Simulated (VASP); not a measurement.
# C (P6_3/mmc) in VASP: further runs, part 2 of 3

VASP 6.6.1. The steps go on from the part before.

**3. Single point, LDA (mode 21 frozen in at -0.036 Å, strain +e along z and -e/2 along x and y +0.0467)**

The COD entry that gives the cell may itself be a prediction, so a difference from it is no test against experiment.

INCAR

```
PREC = Accurate
ENCUT = 520
EDIFF = 1E-7
ISMEAR = 0
SIGMA = 0.05
LREAL = F
LASPH = T
NELM = 80
ALGO = Normal
ISIF = 2
LWAVE = F
LCHARG = F
NBANDS = 26
```

KPOINTS

```
Automatic mesh
0
Gamma
  12 12 4
```

POSCAR

```
C
1.0
    2.4314921993      0.0000000000      0.0000000000
   -1.2157460996      2.1057340137      0.0000000000
    0.0000000000      0.0000000000      8.5978723127
C
8
Direct
    0.0000000000      0.0000000000      0.0885539126
    0.0000000000      0.0000000000      0.5885539126
    0.0000000000      0.0000000000      0.4114460874
    0.0000000000      0.0000000000      0.9114460874
    0.3333333333      0.6666666667      0.1589518456
    0.6666666667      0.3333333333      0.6589518456
    0.3333333333      0.6666666667      0.3410481544
    0.6666666667      0.3333333333      0.8410481544
```

Potentials or basis: VASP PAW LDA potentials, release 64 (C).

Started as:

```sh
> cat potpaw_LDA.64/C/POTCAR > POTCAR
> mpirun -np 1 vasp_std > vasp.out
```

OUTCAR:

```text
PREC = Accurate
   ENCUT = 520
   EDIFF = 1E-7
   ISMEAR = 0
   LREAL = F
   LASPH = T
   NELM = 80
   ISIF = 2

 ion  position               nearest neighbor table
   1  0.000  0.000  0.089-   4 1.52   5 1.53   5 1.53   5 1.53
   2  0.000  0.000  0.589-   3 1.52   6 1.53   6 1.53   6 1.53
   3  0.000  0.000  0.411-   2 1.52   7 1.53   7 1.53   7 1.53
   4  0.000  0.000  0.911-   1 1.52   8 1.53   8 1.53   8 1.53
   5  0.333  0.667  0.159-   1 1.53   1 1.53   1 1.53   7 1.57
   6  0.667  0.333  0.659-   2 1.53   2 1.53   2 1.53   8 1.57
   7  0.333  0.667  0.341-   3 1.53   3 1.53   3 1.53   5 1.57
   8  0.667  0.333  0.841-   4 1.53   4 1.53   4 1.53   6 1.57

  LATTYP: Found a hexagonal cell.
 ALAT       =     2.4314921993
 C/A-ratio  =     3.5360476645

  Lattice vectors:

 A1 = (   2.4314921993,   0.0000000000,   0.0000000000)
 A2 = (  -1.2157460996,   2.1057340137,   0.0000000000)
 A3 = (   0.0000000000,   0.0000000000,   8.5978723127)

Analysis of symmetry for initial positions (statically):
=====================================================================
 Subroutine PRICEL returns:
 Original cell was already a primitive cell.

 Routine SETGRP: Setting up the symmetry group for a
 hexagonal supercell.

 Subroutine GETGRP returns: Found 24 space group operations
 (whereof 12 operations were pure point group operations)
 out of a pool of 24 trial point group operations.

The static configuration has the point symmetry D_3d.
 The point group associated with its full space group is D_6h.

Analysis of symmetry for dynamics (positions and initial velocities):
=====================================================================
 Subroutine PRICEL returns:
 Original cell was already a primitive cell.

 Routine SETGRP: Setting up the symmetry group for a
 hexagonal supercell.

 Subroutine GETGRP returns: Found 24 space group operations
 (whereof 12 operations were pure point group operations)
 out of a pool of 24 trial point group operations.

The dynamic configuration has the point symmetry D_3d.
 The point group associated with its full space group is D_6h.

 Subroutine INISYM returns: Found 24 space group operations
 (whereof 12 operations are pure point group operations),
 and found     1 'primitive' translations

----------------------------------------------------------------------------------------

                                     Primitive cell

  volume of cell :      44.0218

  direct lattice vectors                    reciprocal lattice vectors
     2.431492199  0.000000000  0.000000000     0.411270084  0.237446893  0.000000000
    -1.215746100  2.105734014  0.000000000     0.000000000  0.474893787  0.000000000
     0.000000000  0.000000000  8.597872313     0.000000000  0.000000000  0.116307845

  length of vectors
     2.431492199  2.431492199  8.597872313     0.474893787  0.474893787  0.116307845

  position of ions in fractional coordinates (direct lattice)
     0.000000000  0.000000000  0.088553913
     0.000000000  0.000000000  0.588553913
     0.000000000  0.000000000  0.411446087
     0.000000000  0.000000000  0.911446087
[... 36 lines left out ...]

 Subroutine IBZKPT returns following result:
 ===========================================

 Found     57 irreducible k-points:

 Following reciprocal coordinates:
            Coordinates               Weight
  0.000000  0.000000  0.000000      1.000000
  0.083333  0.000000  0.000000      6.000000
  0.166667  0.000000  0.000000      6.000000
  0.250000 -0.000000  0.000000      6.000000
  0.333333 -0.000000  0.000000      6.000000
  0.416667 -0.000000  0.000000      6.000000
[... 16 lines left out ...]
  0.250000 -0.000000  0.250000     12.000000
  0.333333 -0.000000  0.250000     12.000000
 [... further k-points ...]
   k-points           NKPTS =     57   k-points in BZ     NKDIM =     57   number of bands    NBANDS=     26
   number of dos      NEDOS =    301   number of ions     NIONS =      8
   total plane-waves  NPLWV =  20736
   dimension x,y,z NGX =    18 NGY =   18 NGZ =   64
   dimension x,y,z NGXF=    36 NGYF=   36 NGZF=  128
   ions per type =               8
   NGX,Y,Z   is equivalent  to a cutoff of  12.31, 12.31, 12.37 a.u.
   NGXF,Y,Z  is equivalent  to a cutoff of  24.61, 24.61, 24.75 a.u.
 SYSTEM =  unknown system
   PREC   = accura    normal or accurate (medium, high low for compatibility)
   ISTART =      0    job   : 0-new  1-cont  2-samecut
   ICHARG =      2    charge: 1-file 2-atom 10-const
   ISPIN  =      1    spin polarized calculation?
   LNONCOLLINEAR =      F non collinear calculations
   LSORBIT =      F    spin-orbit coupling
   LASPH  =      T    aspherical Exc in radial PAW
   ENCUT  =  520.0 eV  38.22 Ry    6.18 a.u.   4.52  4.52 15.99*2*pi/ulx,y,z
   NELM   =     80;   NELMIN=  2; NELMDL= -5     # of ELM steps
   EDIFF  = 0.1E-06   stopping-criterion for ELM
   LREAL  =      F    real-space projection
   EDIFFG = 0.1E-05   stopping-criterion for IOM
   NSW    =      0    number of steps for IOM
   IBRION =     -1    ionic relax: 0-MD 1-quasi-New 2-CG
   NFREE  =      0    steps in history (QN), initial steepest desc. (CG)
   ISIF   =      2    stress and relaxation
   ISYM   =      2    0-nonsym 1-usesym 2-fastsym
   POTIM  = 0.5000    time-step for ionic-motion
   TEBEG  =    0.0;   TEEND  =   0.0 temperature during run
   PSTRESS=    0.0 pullay stress
   NELECT =      32.0000    total number of electrons
   NUPDOWN=      -1.0000    fix difference up-down
   EMIN   =  10.00;   EMAX   =-10.00  energy-range for DOS
   EFERMI =   0.00;   METHOD = LEGACY
   ISMEAR =     0;   SIGMA  =   0.05  broadening in eV -4-tet -1-fermi 0-gaus
   EFERMI_NEDOS =   21; number of points for ismear=-14 and -15
   IALGO  =     38    algorithm
   IMIX   =      4    mixing-type and parameters
     AMIX     =   0.40;   BMIX     =  1.00
     AMIX_MAG =   1.60;   BMIX_MAG =  1.00
  volume/ion in A,a.u.               =       5.50        37.13
  Fermi-wavevector in a.u.,A,eV,Ry     =   1.471982  2.781642 29.480146  2.166730
  Thomas-Fermi vector in A             =   2.587052
   LORBIT       =      0    0 simple, 1 ext, 2 COOP (PROOUT), +10 PAW based schemes
   GGA     = CA    functional components
   LHFCALC =     F    Hartree Fock is set to
   AEXX    =    0.0000 exact exchange contribution
   IVDW    =     0    specifies the selected vdW correction
   LEPSILON=     F    determine dielectric tensor
   LRPA    =     F    only Hartree local field effects (RPA)
 non-spin polarized calculation
 Gauss-broadening in eV      SIGMA  =   0.05
  energy-cutoff  :      520.00
  volume of cell :       44.02
 maximum number of plane-waves:      1207
   NGX =  9   NGY =  9   NGZ = 31

 number of electron      31.9999996 magnetization

 Free energy of the ion-electron system (eV)
  ---------------------------------------------------
  ext. energy  EPLUGINS =         0.00000000
  ---------------------------------------------------
  free energy    TOTEN  =       -80.05230182 eV

  energy without entropy =      -80.05230182  energy(sigma->0) =      -80.05230182

 E-fermi :  11.2651     XC(G=0): -13.6553

 val. band max:       10.9905772230   @ k =   0.0000   0.0000   0.0000
 cond. band min:      14.3029236442   @ k =   0.3333   0.3333   0.5000
 fundamental gap:      3.3123464212
 Fermi energy:        11.2650563686

 k-point     1 :       0.0000    0.0000    0.0000
  band No.  band energies     occupation
      1     -11.5564      2.00000
      2     -10.1019      2.00000
      3      -9.8900      2.00000
      4      -6.4110      2.00000
      5      -3.9092      2.00000
      6       2.1821      2.00000
[... 685 lines left out ...]
     25      20.5146      0.00000
     26      21.8756      0.00000

 [... further k-points ...]
[... 5 lines left out ...]
  --------------------------------------------------------------------------------------
  -------------------------------------------------------------------------------------
  Total        8.5998793      8.5998793    -15.4244502      0.0000000     -0.0000000      0.0000000
  in kB      312.9936717    312.9936717   -561.3747703      0.0000000     -0.0000000      0.0000000
  external PRESSURE =      21.5375244 kB  Pullay stress =       0.0000000 kB

 VOLUME and BASIS-vectors are now :
 -----------------------------------------------------------------------------
  energy-cutoff  :      520.00
  volume of cell :       44.02
      direct lattice vectors                 reciprocal lattice vectors
     2.431492199  0.000000000  0.000000000     0.411270084  0.237446893  0.000000000
    -1.215746100  2.105734014  0.000000000     0.000000000  0.474893787  0.000000000
     0.000000000  0.000000000  8.597872313     0.000000000  0.000000000  0.116307845

 POSITION                                       TOTAL-FORCE (eV/Angst)
 -----------------------------------------------------------------------------------
      0.00000      0.00000      0.76138        -0.000000      0.000000      2.656148
      0.00000      0.00000      5.06031        -0.000000      0.000000      2.656148
      0.00000      0.00000      3.53756         0.000000     -0.000000     -2.656148
      0.00000      0.00000      7.83650         0.000000     -0.000000     -2.656148
     -0.00000      1.40382      1.36665         0.000000     -0.000000     -2.032510
      1.21575      0.70191      5.66558        -0.000000      0.000000     -2.032510
     -0.00000      1.40382      2.93229        -0.000000     -0.000000      2.032510
      1.21575      0.70191      7.23122         0.000000      0.000000      2.032510
 -----------------------------------------------------------------------------------
    total drift:                               -0.000000      0.000000      0.000000

  FREE ENERGIE OF THE ION-ELECTRON SYSTEM (eV)
  ---------------------------------------------------
  free  energy   TOTEN  =       -80.0523018244 eV

  energy  without entropy=      -80.0523018244  energy(sigma->0) =      -80.05230182
```

Run time: 27 s. Hardware: 1 thread of AMD EPYC 9R45 (Zen 5), shared host; peak memory 0.13 GiB.

What came out:

```yaml
Free_energy: -80.0523 eV
Pressure: 2.2 GPa
Largest_force: 2.656 eV/Å
Band_gap_on_the_k_mesh: 3.31 eV, indirect (least direct gap 4.11 eV)
```

Forces in eV/Å, atoms in the order of the input:
```
C    0.000  0.000  2.656
C    0.000  0.000  2.656
C    0.000  0.000 -2.656
C    0.000  0.000 -2.656
C    0.000  0.000 -2.033
C    0.000  0.000 -2.033
C    0.000  0.000  2.033
C    0.000  0.000  2.033
```

Stress tensor (GPa, compression positive):
```
 31.30   0.00   0.00
  0.00  31.30   0.00
  0.00   0.00 -56.14
```

Levels at points of the mesh, in eV from the valence-band top:
| k point | band 14 | band 15 | band 16 | band 17 | band 18 | band 19 |
| --- | --- | --- | --- | --- | --- | --- |
| (0.00, 0.00, 0.00) | -1.69 | 0.00 | 0.00 | 4.11 | 4.98 | 4.98 |
| (0.50, 0.00, 0.00) | -5.13 | -5.11 | -3.32 | 3.82 | 5.04 | 5.05 |
| (0.00, 0.00, 0.50) | -0.62 | -0.62 | -0.62 | 5.77 | 5.77 | 5.77 |
| (0.50, 0.00, 0.50) | -6.12 | -3.97 | -3.97 | 5.03 | 5.03 | 5.34 |

Caveat: the cell differs from its parent crystal (mode 21 frozen in at -0.036 Å, strain +e along z and -e/2 along x and y +0.0467); forces of over 1 eV/Å act on the atoms, so gaps and moduli don't describe the material at rest. A k mesh can miss the band edges.

**4. Single point, LDA (mode 21 frozen in at +0.024 Å, strain +e along z and -e/2 along x and y -0.0700)**

INCAR

```
SYSTEM = C
  ALGO = Normal
  EDIFF = 1E-7
  ENCUT = 520
  GGA = CA
  ISIF = 2
  ISMEAR = 0
  LASPH = .True.
  LCHARG = .False.
  LREAL = .False.
  LWAVE = .False.
  NBANDS = 26
  NELM = 60
  PREC = Accurate
  SIGMA = 0.05
```

KPOINTS

```
k-points
0
Gamma
  12 12 4
  0 0 0
```

POSCAR

```
C
1.0
    2.5767618147      0.0000000000      0.0000000000
   -1.2883809073      2.2315411910      0.0000000000
    0.0000000000      0.0000000000      7.6392674604
C
8
Direct
    0.0000000000      0.0000000000      0.0958582779
    0.0000000000      0.0000000000      0.5958582779
    0.0000000000      0.0000000000      0.4041417221
    0.0000000000      0.0000000000      0.9041417221
    0.3333333333      0.6666666667      0.1532727096
    0.6666666667      0.3333333333      0.6532727096
    0.3333333333      0.6666666667      0.3467272904
    0.6666666667      0.3333333333      0.8467272904
```

Potentials or basis: VASP PAW LDA potentials, release 64 (C).

Started as:

```sh
> cat potpaw_LDA.64/C/POTCAR > POTCAR
> mpirun -np 1 vasp_std > vasp.out
```

OUTCAR:

```text
SYSTEM = C
   EDIFF = 1E-7
   ENCUT = 520
   GGA = CA
   ISIF = 2
   ISMEAR = 0
   LASPH = .True.
   LREAL = .False.
   NELM = 60
   PREC = Accurate

 ion  position               nearest neighbor table
   1  0.000  0.000  0.096-   4 1.46   5 1.55   5 1.55   5 1.55
   2  0.000  0.000  0.596-   3 1.46   6 1.55   6 1.55   6 1.55
   3  0.000  0.000  0.404-   2 1.46   7 1.55   7 1.55   7 1.55
   4  0.000  0.000  0.904-   1 1.46   8 1.55   8 1.55   8 1.55
   5  0.333  0.667  0.153-   7 1.48   1 1.55   1 1.55   1 1.55
   6  0.667  0.333  0.653-   8 1.48   2 1.55   2 1.55   2 1.55
   7  0.333  0.667  0.347-   5 1.48   3 1.55   3 1.55   3 1.55
   8  0.667  0.333  0.847-   6 1.48   4 1.55   4 1.55   4 1.55

  LATTYP: Found a hexagonal cell.
 ALAT       =     2.5767618147
 C/A-ratio  =     2.9646773779

  Lattice vectors:

 A1 = (   2.5767618147,   0.0000000000,   0.0000000000)
 A2 = (  -1.2883809073,   2.2315411910,   0.0000000000)
 A3 = (   0.0000000000,   0.0000000000,   7.6392674604)

Analysis of symmetry for initial positions (statically):
=====================================================================
 Subroutine PRICEL returns:
 Original cell was already a primitive cell.

 Routine SETGRP: Setting up the symmetry group for a
 hexagonal supercell.

 Subroutine GETGRP returns: Found 24 space group operations
 (whereof 12 operations were pure point group operations)
 out of a pool of 24 trial point group operations.

The static configuration has the point symmetry D_3d.
 The point group associated with its full space group is D_6h.

Analysis of symmetry for dynamics (positions and initial velocities):
=====================================================================
 Subroutine PRICEL returns:
[... 138 lines left out ...]
   EFERMI_NEDOS =   21; number of points for ismear=-14 and -15
   IALGO  =     38    algorithm
   IMIX   =      4    mixing-type and parameters
     AMIX     =   0.40;   BMIX     =  1.00
     AMIX_MAG =   1.60;   BMIX_MAG =  1.00
  volume/ion in A,a.u.               =       5.49        37.05
  Fermi-wavevector in a.u.,A,eV,Ry     =   1.473040  2.783642 29.522556  2.169847
  Thomas-Fermi vector in A             =   2.587981
   LORBIT       =      0    0 simple, 1 ext, 2 COOP (PROOUT), +10 PAW based schemes
   GGA     = CA    functional components
   LHFCALC =     F    Hartree Fock is set to
   AEXX    =    0.0000 exact exchange contribution
   IVDW    =     0    specifies the selected vdW correction
   LEPSILON=     F    determine dielectric tensor
   LRPA    =     F    only Hartree local field effects (RPA)
 non-spin polarized calculation
 Gauss-broadening in eV      SIGMA  =   0.05
  energy-cutoff  :      520.00
  volume of cell :       43.93
 maximum number of plane-waves:      1198
 NGX is ok and might be reduce to    20
   NGX =  9   NGY =  9   NGZ = 29

 number of electron      32.0000000 magnetization

 Free energy of the ion-electron system (eV)
  ---------------------------------------------------
  ext. energy  EPLUGINS =         0.00000000
  ---------------------------------------------------
  free energy    TOTEN  =       -79.48190930 eV

  energy without entropy =      -79.48190930  energy(sigma->0) =      -79.48190930

 E-fermi :  10.7158     XC(G=0): -13.6502

 val. band max:       10.4800421723   @ k =   0.0000   0.0000   0.0000
 cond. band min:      13.4239648591   @ k =   0.5000   0.0000   0.0000
 fundamental gap:      2.9439226868
 Fermi energy:        10.7157986866

 k-point     1 :       0.0000    0.0000    0.0000
  band No.  band energies     occupation
      1     -11.5835      2.00000
      2      -9.5803      2.00000
      3      -9.5664      2.00000
      4      -4.0715      2.00000
      5      -3.3552      2.00000
      6       4.8702      2.00000
[... 685 lines left out ...]
     25      21.5507      0.00000
     26      23.5364      0.00000

 [... further k-points ...]
[... 5 lines left out ...]
  --------------------------------------------------------------------------------------
  -------------------------------------------------------------------------------------
  Total      -10.3813732    -10.3813732     27.5536845     -0.0000000     -0.0000000     -0.0000000
  in kB     -378.6469727   -378.6469727   1004.9845024     -0.0000000     -0.0000000     -0.0000000
  external PRESSURE =      82.5635190 kB  Pullay stress =       0.0000000 kB

 VOLUME and BASIS-vectors are now :
 -----------------------------------------------------------------------------
  energy-cutoff  :      520.00
  volume of cell :       43.93
      direct lattice vectors                 reciprocal lattice vectors
     2.576761815  0.000000000  0.000000000     0.388083988  0.224060395  0.000000000
    -1.288380907  2.231541191  0.000000000     0.000000000  0.448120789  0.000000000
     0.000000000  0.000000000  7.639267460     0.000000000  0.000000000  0.130902604

 POSITION                                       TOTAL-FORCE (eV/Angst)
 -----------------------------------------------------------------------------------
      0.00000      0.00000      0.73229         0.000000      0.000000     -1.265664
      0.00000      0.00000      4.55192         0.000000      0.000000     -1.265664
      0.00000      0.00000      3.08735        -0.000000      0.000000      1.265664
      0.00000      0.00000      6.90698         0.000000     -0.000000      1.265664
     -0.00000      1.48769      1.17089         0.000000     -0.000000      0.406861
      1.28838      0.74385      4.99052        -0.000000      0.000000      0.406861
     -0.00000      1.48769      2.64874         0.000000     -0.000000     -0.406861
      1.28838      0.74385      6.46838        -0.000000      0.000000     -0.406861
 -----------------------------------------------------------------------------------
    total drift:                                0.000000     -0.000000      0.000000

  FREE ENERGIE OF THE ION-ELECTRON SYSTEM (eV)
  ---------------------------------------------------
  free  energy   TOTEN  =       -79.4819093049 eV

  energy  without entropy=      -79.4819093049  energy(sigma->0) =      -79.48190930
```

OSZICAR:

```text
N       E                     dE             d eps       ncg     rms          rms(c)
DAV:   1     0.554876524113E+02    0.55488E+02   -0.16442E+04  2964   0.119E+03
DAV:   2    -0.780145067854E+02   -0.13350E+03   -0.12447E+03  3924   0.232E+02
DAV:   3    -0.830497393395E+02   -0.50352E+01   -0.49919E+01  3998   0.390E+01
DAV:   4    -0.830970443442E+02   -0.47305E-01   -0.47213E-01  3786   0.422E+00
DAV:   5    -0.830978525800E+02   -0.80824E-03   -0.80772E-03  3938   0.507E-01    0.120E+01
DAV:   6    -0.804093678761E+02    0.26885E+01   -0.18106E+00  3376   0.725E+00    0.691E+00
DAV:   7    -0.794838881100E+02    0.92548E+00   -0.21818E+00  3596   0.809E+00    0.149E+00
DAV:   8    -0.794820833038E+02    0.18048E-02   -0.69800E-02  3762   0.151E+00    0.122E-01
DAV:   9    -0.794818979996E+02    0.18530E-03   -0.10882E-03  3844   0.210E-01    0.472E-02
DAV:  10    -0.794819104106E+02   -0.12411E-04   -0.69708E-05  3694   0.499E-02    0.144E-02
DAV:  11    -0.794819093363E+02    0.10743E-05   -0.44686E-06  3824   0.131E-02    0.296E-03
DAV:  12    -0.794819093049E+02    0.31400E-07   -0.41772E-07  3766   0.407E-03
   1 F= -.79481909E+02 E0= -.79481909E+02  d E =-.108278E-13
```

stdout:

```text
POSCAR found type information on POSCAR C
 POSCAR found :  1 types and       8 ions
 scaLAPACK will be used
 LDA part: xc-table for (Slater(with rela. corr.)+CA(PZ))
 , standard interpolation
 POSCAR, INCAR and KPOINTS ok, starting setup
 FFT: planning ... GRIDC
 FFT: planning ... GRID_SOFT
 FFT: planning ... GRID
 WAVECAR not read
 entering main loop
```

It took 32 s on 1 thread of AMD EPYC 9R45 (Zen 5), shared host; peak memory 0.13 GiB.

Results:

| Quantity | Value |
| --- | --- |
| Free energy | -79.4819 eV |
| Pressure | 8.3 GPa |
| Largest force | 1.266 eV/Å |
| Band gap on the k mesh | 2.94 eV, indirect (least direct gap 4.31 eV) |

Forces on the atoms (eV/Å):
```
C    0.000  0.000 -1.266
C    0.000  0.000 -1.266
C    0.000  0.000  1.266
C    0.000  0.000  1.266
C    0.000  0.000  0.407
C    0.000  0.000  0.407
C    0.000  0.000 -0.407
C    0.000  0.000 -0.407
```

Stress tensor (GPa, compression positive):
```
-37.86   0.00   0.00
  0.00 -37.86   0.00
  0.00   0.00 100.50
```

Caveat: the cell differs from its parent crystal (mode 21 frozen in at +0.024 Å, strain +e along z and -e/2 along x and y -0.0700); forces of over 1 eV/Å act on the atoms, so gaps and moduli don't describe the material at rest.

[end of part 2 of 3]
